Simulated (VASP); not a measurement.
# Bi (R-3m) in VASP: further runs, part 2 of 2

VASP 6.6.1. The steps go on from the part before.

**3. Single point, PBE (zz strain of -2 %)**

INCAR reads:

```
PREC = Accurate
ENCUT = 520
EDIFF = 1E-7
ISMEAR = -1
SIGMA = 0.03
LREAL = F
LASPH = T
NELM = 100
ALGO = Normal
ISIF = 2
LWAVE = F
LCHARG = F
GGA = PE
NBANDS = 22
```

KPOINTS reads:

```
regular mesh
0
Gamma
  11 11 11
```

POSCAR reads:

```
Bi
1.0
    2.2729996784      1.3123169762      3.8749200000
   -2.2729996784      1.3123169762      3.8749200000
    0.0000000000     -2.6246339523      3.8749200000
Bi
2
Direct
    0.2338900000      0.2338900000      0.2338900000
    0.7661100000      0.7661100000      0.7661100000
```

Potentials or basis: VASP PAW PBE potentials, release 64 (Bi_d).

Command:

```sh
cat potpaw_PBE.64/Bi_d/POTCAR > POTCAR
mpirun -np 1 vasp_std > vasp.out
```

OUTCAR:

```text
PREC = Accurate
   ENCUT = 520
   EDIFF = 1E-7
   ISMEAR = -1
   LREAL = F
   LASPH = T
   NELM = 100
   ISIF = 2
   GGA = PE

 ion  position               nearest neighbor table
   1  0.234  0.234  0.234-   2 3.05   2 3.05   2 3.05   2 3.50   2 3.50   2 3.50
   2  0.766  0.766  0.766-   1 3.05   1 3.05   1 3.05   1 3.50   1 3.50   1 3.50

  LATTYP: Found a trigonal (rhomboedric) cell.
 ALAT       =     4.6801397832
 COS(alpha) =     0.5282508837

  Lattice vectors:

 A1 = (   2.2729996784,   1.3123169762,   3.8749200000)
 A2 = (  -2.2729996784,   1.3123169762,   3.8749200000)
 A3 = (   0.0000000000,  -2.6246339523,   3.8749200000)

Analysis of symmetry for initial positions (statically):
=====================================================================
 Subroutine PRICEL returns:
 Original cell was already a primitive cell.

 Routine SETGRP: Setting up the symmetry group for a
 trigonal (rhombohedral) supercell.

 Subroutine GETGRP returns: Found 12 space group operations
 (whereof 12 operations were pure point group operations)
 out of a pool of 12 trial point group operations.

The static configuration has the point symmetry D_3d.

Analysis of symmetry for dynamics (positions and initial velocities):
=====================================================================
 Subroutine PRICEL returns:
 Original cell was already a primitive cell.

 Routine SETGRP: Setting up the symmetry group for a
 trigonal (rhombohedral) supercell.

 Subroutine GETGRP returns: Found 12 space group operations
 (whereof 12 operations were pure point group operations)
 out of a pool of 12 trial point group operations.

The dynamic configuration has the point symmetry D_3d.

 Subroutine INISYM returns: Found 12 space group operations
 (whereof 12 operations are pure point group operations),
 and found     1 'primitive' translations

----------------------------------------------------------------------------------------

                                     Primitive cell

  volume of cell :      69.3509

  direct lattice vectors                    reciprocal lattice vectors
     2.272999678  1.312316976  3.874920000     0.219973634  0.127001837  0.086023281
    -2.272999678  1.312316976  3.874920000    -0.219973634  0.127001837  0.086023281
     0.000000000 -2.624633952  3.874920000     0.000000000 -0.254003674  0.086023281

  length of vectors
     4.680139783  4.680139783  4.680139783     0.268175076  0.268175076  0.268175076

  position of ions in fractional coordinates (direct lattice)
     0.233890000  0.233890000  0.233890000
     0.766110000  0.766110000  0.766110000

  ion indices of the primitive-cell ions
   primitive index   ion index
                 1           1
                 2           2

----------------------------------------------------------------------------------------

 KPOINTS: regular mesh

Automatic generation of k-mesh.
 Grid dimensions read from file:
 generate k-points for:   11   11   11

 Generating k-lattice:

  Cartesian coordinates                     Fractional coordinates (reciprocal lattice)
     0.019997603  0.011545622  0.007820298     0.090909091 -0.000000000  0.000000000
    -0.019997603  0.011545622  0.007820298    -0.000000000  0.090909091  0.000000000
     0.000000000 -0.023091243  0.007820298     0.000000000  0.000000000  0.090909091

  Length of vectors
     0.024379552  0.024379552  0.024379552

  Shift w.r.t. Gamma in fractional coordinates (k-lattice)
     0.000000000  0.000000000  0.000000000

 Subroutine IBZKPT returns following result:
 ===========================================

 Found    146 irreducible k-points:

 Following reciprocal coordinates:
            Coordinates               Weight
  0.000000  0.000000  0.000000      1.000000
  0.090909 -0.000000 -0.000000      6.000000
  0.181818 -0.000000 -0.000000      6.000000
  0.272727 -0.000000 -0.000000      6.000000
  0.363636 -0.000000 -0.000000      6.000000
  0.454545 -0.000000  0.000000      6.000000
[... 16 lines left out ...]
 -0.272727  0.181818  0.000000     12.000000
 -0.181818  0.181818  0.000000      6.000000
 [... further k-points ...]
   k-points           NKPTS =    146   k-points in BZ     NKDIM =    146   number of bands    NBANDS=     22
   number of dos      NEDOS =    301   number of ions     NIONS =      2
   total plane-waves  NPLWV =  46656
   dimension x,y,z NGX =    36 NGY =   36 NGZ =   36
   dimension x,y,z NGXF=    72 NGYF=   72 NGZF=   72
   ions per type =               2
   NGX,Y,Z   is equivalent  to a cutoff of  12.79, 12.79, 12.79 a.u.
   NGXF,Y,Z  is equivalent  to a cutoff of  25.58, 25.58, 25.58 a.u.
 SYSTEM =  unknown system
   PREC   = accura    normal or accurate (medium, high low for compatibility)
   ISTART =      0    job   : 0-new  1-cont  2-samecut
   ICHARG =      2    charge: 1-file 2-atom 10-const
   ISPIN  =      1    spin polarized calculation?
   LNONCOLLINEAR =      F non collinear calculations
   LSORBIT =      F    spin-orbit coupling
   LASPH  =      T    aspherical Exc in radial PAW
   ENCUT  =  520.0 eV  38.22 Ry    6.18 a.u.   8.70  8.70  8.70*2*pi/ulx,y,z
   NELM   =    100;   NELMIN=  2; NELMDL= -5     # of ELM steps
   EDIFF  = 0.1E-06   stopping-criterion for ELM
   LREAL  =      F    real-space projection
   EDIFFG = 0.1E-05   stopping-criterion for IOM
   NSW    =      0    number of steps for IOM
   IBRION =     -1    ionic relax: 0-MD 1-quasi-New 2-CG
   NFREE  =      0    steps in history (QN), initial steepest desc. (CG)
   ISIF   =      2    stress and relaxation
   ISYM   =      2    0-nonsym 1-usesym 2-fastsym
   POTIM  = 0.5000    time-step for ionic-motion
   TEBEG  =    0.0;   TEEND  =   0.0 temperature during run
   PSTRESS=    0.0 pullay stress
   NELECT =      30.0000    total number of electrons
   NUPDOWN=      -1.0000    fix difference up-down
   EMIN   =  10.00;   EMAX   =-10.00  energy-range for DOS
   EFERMI =   0.00;   METHOD = LEGACY
   ISMEAR =    -1;   SIGMA  =   0.03  broadening in eV -4-tet -1-fermi 0-gaus
   EFERMI_NEDOS =   21; number of points for ismear=-14 and -15
   IALGO  =     38    algorithm
   IMIX   =      4    mixing-type and parameters
     AMIX     =   0.40;   BMIX     =  1.00
     AMIX_MAG =   1.60;   BMIX_MAG =  1.00
  volume/ion in A,a.u.               =      34.68       234.00
  Fermi-wavevector in a.u.,A,eV,Ry     =   1.238125  2.339717 20.857104  1.532954
  Thomas-Fermi vector in A             =   2.372664
   LORBIT       =      0    0 simple, 1 ext, 2 COOP (PROOUT), +10 PAW based schemes
   GGA     = PE    functional components
   LHFCALC =     F    Hartree Fock is set to
   AEXX    =    0.0000 exact exchange contribution
   IVDW    =     0    specifies the selected vdW correction
   LEPSILON=     F    determine dielectric tensor
   LRPA    =     F    only Hartree local field effects (RPA)
 non-spin polarized calculation
  energy-cutoff  :      520.00
  volume of cell :       69.35
 maximum number of plane-waves:      1895
   NGX = 17   NGY = 17   NGZ = 17

 number of electron      29.9999998 magnetization

 Free energy of the ion-electron system (eV)
  ---------------------------------------------------
  ext. energy  EPLUGINS =         0.00000000
  ---------------------------------------------------
  free energy    TOTEN  =        -7.73869449 eV

  energy without entropy =       -7.73808874  energy(sigma->0) =       -7.73839162

 E-fermi :   6.4659     XC(G=0):  -9.5989

 val. band max:        6.4631367321   @ k =   0.2727   0.2727   0.1818
 cond. band min:       6.6614489816   @ k =   0.4545   0.0909   0.0909
 fundamental gap:      0.1983122496
 Fermi energy:         6.4658546415

 k-point     1 :       0.0000    0.0000    0.0000
  band No.  band energies     occupation
      1     -16.4519      2.00000
      2     -16.4519      2.00000
      3     -16.2961      2.00000
      4     -16.2961      2.00000
      5     -16.2745      2.00000
      6     -16.1025      2.00000
[... 14 lines left out ...]
     21      12.2373      0.00000
     22      12.6744      0.00000
[... 552 lines left out ...]
  band No.  band energies     occupation
      1     -16.4194      2.00000
      2     -16.3473      2.00000
      3     -16.2719      2.00000
      4     -16.2603      2.00000
      5     -16.2134      2.00000
      6     -16.1691      2.00000
[... 14 lines left out ...]
     21      14.5165      0.00000
     22      14.8624      0.00000

 [... further k-points ...]

------------------------ aborting loop because EDIFF is reached ----------------------------------------

  FORCE on cell =-STRESS in cart. coord.  units (eV):
  Direction    XX          YY          ZZ          XY          YZ          ZX
  --------------------------------------------------------------------------------------
  -------------------------------------------------------------------------------------
  Total        1.0889752      1.0889752      1.3033867      0.0000000      0.0000000      0.0000000
  in kB       25.1580196     25.1580196     30.1114568      0.0000000      0.0000000      0.0000000
  external PRESSURE =      26.8091653 kB  Pullay stress =       0.0000000 kB

 VOLUME and BASIS-vectors are now :
 -----------------------------------------------------------------------------
  energy-cutoff  :      520.00
  volume of cell :       69.35
      direct lattice vectors                 reciprocal lattice vectors
     2.272999678  1.312316976  3.874920000     0.219973634  0.127001837  0.086023281
    -2.272999678  1.312316976  3.874920000    -0.219973634  0.127001837  0.086023281
     0.000000000 -2.624633952  3.874920000     0.000000000 -0.254003674  0.086023281

 POSITION                                       TOTAL-FORCE (eV/Angst)
 -----------------------------------------------------------------------------------
      0.00000      0.00000      2.71892         0.000000      0.000000      0.315288
      0.00000      0.00000      8.90584         0.000000     -0.000000     -0.315288
 -----------------------------------------------------------------------------------
    total drift:                                0.000000     -0.000000      0.000000

  FREE ENERGIE OF THE ION-ELECTRON SYSTEM (eV)
  ---------------------------------------------------
  free  energy   TOTEN  =        -7.7386944866 eV

  energy  without entropy=       -7.7380887442  energy(sigma->0) =       -7.73839162
```

It took 1.7 min on 1 thread of Intel Xeon Platinum 8488C (Sapphire Rapids), shared host; peak memory 0.31 GiB.

What came out:

```
Free energy            : -7.7387 eV
Pressure               : 2.7 GPa
Largest force          : 0.315 eV/Å
Band gap on the k mesh : zero (band 15 reaches 6.46 eV, above the bottom of band 16 at 6.43 eV)
```

Forces in eV/Å, atoms in the order of the input:
```
Bi   0.000  0.000  0.315
Bi   0.000  0.000 -0.315
```

Levels at points of the mesh, in eV from the Fermi level:
```csv
k point,band 12,band 13,band 14,band 15,band 16,band 17,band 18,band 19
"(0.00, 0.00, 0.00)",-7.35,-1.33,-1.27,-1.27,2.55,3.05,3.05,5.75
```

Caveat: the cell differs from its parent crystal (zz strain of -2 %); spin-orbit coupling is left out, which moves the levels of the heavy elements.
